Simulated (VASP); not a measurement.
# Mg2Cl (I4/mmm) in VASP: a series of runs, part 2 of 2

VASP 6.6.1.

**4. Relaxation of cell and atoms, PBE**

This run uses another cell than the first one, of 23.75 Å³/atom.

Contents of INCAR:

```
  ALGO = Normal
  EDIFF = 1E-7
  EDIFFG = -0.04
  ENCUT = 600
  GGA = PE
  IBRION = 2
  ISIF = 3
  ISMEAR = 0
  LASPH = T
  LCHARG = F
  LREAL = F
  LWAVE = F
  NELM = 60
  NSW = 90
  PREC = Accurate
  SIGMA = 0.1
```

Contents of KPOINTS:

```
k-points
0
Gamma
  8 8 8
```

Contents of POSCAR:

```
Mg2Cl
1.0
   -1.7101305675      1.7101305675      6.0914135717
    1.7101305675     -1.7101305675      6.0914135717
    1.7101305675      1.7101305675     -6.0914135717
Mg Cl
2 1
Direct
    0.3650000000      0.3650000000      0.0000000000
    0.6350000000      0.6350000000      0.0000000000
    0.0000000000      0.0000000000      0.0000000000
```

Potentials or basis: VASP PAW PBE potentials, release 64 (Mg, Cl).

Launch:

```bash
> cat potpaw_PBE.64/Mg/POTCAR potpaw_PBE.64/Cl/POTCAR > POTCAR
> mpirun -np 1 vasp_std > vasp.out
```

OUTCAR:

```text
EDIFF = 1E-7
   EDIFFG = -0.04
   ENCUT = 600
   GGA = PE
   IBRION = 2
   ISIF = 3
   ISMEAR = 0
   LASPH = T
   LREAL = F
   NELM = 60
   NSW = 90
   PREC = Accurate

 ion  position               nearest neighbor table
   1  0.365  0.365  0.000-   3 2.92   3 2.92   3 2.92   3 2.92   2 3.29
   2  0.635  0.635  0.000-   3 2.92   3 2.92   3 2.92   3 2.92   1 3.29
   3  0.000  0.000  0.000-   2 2.92   2 2.92   2 2.92   1 2.92   2 2.92   1 2.92   1 2.92   1 2.92

  LATTYP: Found a body centered tetragonal cell.
 ALAT       =     3.4202611350
 C/A-ratio  =     3.5619581846

  Lattice vectors:

 A1 = (  -1.7101305675,   1.7101305675,   6.0914135717)
 A2 = (   1.7101305675,  -1.7101305675,   6.0914135717)
 A3 = (   1.7101305675,   1.7101305675,  -6.0914135717)

Analysis of symmetry for initial positions (statically):
[... 383 lines left out ...]
      1     -13.2553      2.00000
      2      -2.4989      2.00000
      3      -1.6709      2.00000
      4      -0.0531      2.00000
      5      -0.0531      2.00000
      6       5.3458      0.00000
      7       5.7576      0.00000
      8       9.4957      0.00000
      9       9.7497      0.00000
[... 265 lines left out ...]
 k-point    24 :       0.3750    0.1250    0.1250
  band No.  band energies     occupation
      1     -12.6194      2.00000
      2      -2.6625      2.00000
      3      -1.3893      2.00000
      4      -1.1041      2.00000
      5       2.1448      2.00000
      6       2.9410      2.00000
      7       5.8492      0.00000
      8       6.1100      0.00000
      9       8.3472      0.00000

 [... further k-points ...]

------------------------ aborting loop because EDIFF is reached ----------------------------------------

  FORCE on cell =-STRESS in cart. coord.  units (eV):
  Direction    XX          YY          ZZ          XY          YZ          ZX
  --------------------------------------------------------------------------------------
  -------------------------------------------------------------------------------------
  Total        0.0296848      0.0296848     -0.0337292      0.0000000     -0.0000000      0.0000000
  in kB        0.7136927      0.7136927     -0.8109288      0.0000000     -0.0000000      0.0000000
  external PRESSURE =       0.2054855 kB  Pullay stress =       0.0000000 kB
[... 18 lines left out ...]
  FREE ENERGIE OF THE ION-ELECTRON SYSTEM (eV)
  ---------------------------------------------------
  free  energy   TOTEN  =        -6.4063505759 eV

  energy  without entropy=       -6.4026479195  energy(sigma->0) =       -6.40449925

 reached required accuracy - stopping structural energy minimisation
```

OSZICAR:

```text
N       E                     dE             d eps       ncg     rms          rms(c)
DAV:   1     0.395734749193E+02    0.39573E+02   -0.40322E+03  1062   0.987E+02
DAV:   2    -0.261676665146E+01   -0.42190E+02   -0.40636E+02  1556   0.124E+02
DAV:   3    -0.594707157384E+01   -0.33303E+01   -0.33246E+01  1191   0.422E+01
[... 97 lines left out ...]
DAV:   4    -0.640636743485E+01    0.69466E-05   -0.38727E-04  1277   0.135E-01    0.258E-02
DAV:   5    -0.640634862985E+01    0.18805E-04   -0.11777E-04  1132   0.699E-02    0.141E-02
DAV:   6    -0.640635012867E+01   -0.14988E-05   -0.42178E-06  1186   0.181E-02    0.752E-03
DAV:   7    -0.640635053389E+01   -0.40522E-06   -0.83336E-07  1107   0.651E-03    0.131E-03
DAV:   8    -0.640635057588E+01   -0.41988E-07   -0.24175E-08   552   0.146E-03
  10 F= -.64063506E+01 E0= -.64044992E+01  d E =-.224869E-02
```

CONTCAR:

```text
Mg2Cl
   1.00000000000000
    -1.6816660170668682    1.6816660170668682    5.8910758906929024
     1.6816660170668682   -1.6816660170668682    5.8910758906929024
     1.6816660170668682    1.6816660170668682   -5.8910758906929024
  Mg              Cl
     2     1
Direct
     0.3310992860655951    0.3310992860655951    0.0000000000000000
     0.6689007139344050    0.6689007139344050    0.0000000000000000
     0.0000000000000000    0.0000000000000000    0.0000000000000000

  0.00000000E+00  0.00000000E+00  0.00000000E+00
  0.00000000E+00  0.00000000E+00  0.00000000E+00
  0.00000000E+00  0.00000000E+00  0.00000000E+00
```

Wall time 7.4 min (1 thread of Intel Xeon 6975P-C (Granite Rapids), shared host); peak memory 0.44 GiB.

Results:

```yaml
Free_energy: -6.4064 eV
Relaxed_volume: 22.21 Å³/atom
Relaxed_cell: a = 6.353 Å, b = 6.353 Å, c = 6.353 Å, α = 149.30°, β = 149.30°, γ = 43.97°
Space_group_after_relaxing_to_0.1_Å: I4/mmm (No. 139)
Energy_gained_by_relaxing: 207.9 meV/atom
Ionic_steps: 10
Pressure_after_relaxing: 0.0 GPa
Largest_force_after_relaxing: 0.039 eV/Å
Band_gap_on_the_k_mesh: zero (an odd number of electrons rules out a gap without spin polarisation)
```

Forces in eV/Å, atoms in the order of the input:
```
Mg   0.000  0.000  0.039
Mg   0.000  0.000 -0.039
Cl   0.000  0.000  0.000
```

The path:
```csv
step,energy change (eV),largest force (eV/Å),pressure (GPa),volume (Å³)
1,0.0000,1.2046,-0.15,71.26
2,-0.1399,1.0601,-0.64,71.02
3,-0.4511,0.7383,-1.67,70.24
4,-0.3646,0.6593,0.73,68.35
5,-0.5451,0.1990,-1.27,69.46
6,-0.6038,0.2269,0.87,65.35
7,-0.6059,0.1419,0.48,65.96
8,-0.6208,0.0976,-0.18,67.15
9,-0.6216,0.0858,-0.36,67.50
10,-0.6238,0.0390,0.02,66.64
```

Final structure:
```
Mg Cl
1.0
    -1.68167    1.68167    5.89108
     1.68167   -1.68167    5.89108
     1.68167    1.68167   -5.89108
Mg Cl
2 1
Direct
  0.33110 0.33110 0.00000
  0.66890 0.66890 0.00000
  0.00000 0.00000 0.00000
```

**5. Summary**

| task | cell | cutoff (eV) | gap on the mesh (eV) | pressure (GPa) | largest force (eV/Å) |
| --- | --- | --- | --- | --- | --- |
| single point | a = 6.352 Å, angles 149.3, 149.3, 43.9°, 3 atoms, atomic positions A | 520 | none | 0.1 | 0.02 |
| single point | a = 6.554 Å, angles 149.7, 149.7, 43.3°, 3 atoms, atomic positions B | 520 | none | -0.2 | 1.20 |
| relaxation of cell and atoms | relaxed from a = 6.554 Å, angles 149.7, 149.7, 43.3°, 3 atoms, atomic positions B | 600 | none | 0.0 | 0.04 |

Alike in all rows: level PBE; potentials or basis VASP PAW PBE potentials, release 64 (Mg, Cl); no spin polarisation; k mesh 8 × 8 × 8; smearing gaussian 0.1 eV.

Caveats: forces of over 1 eV/Å act on the atoms, so gaps and moduli don't describe the material at rest (at least some runs).

Total energies depend on the potentials used, so only differences within one code and one set of settings carry meaning.
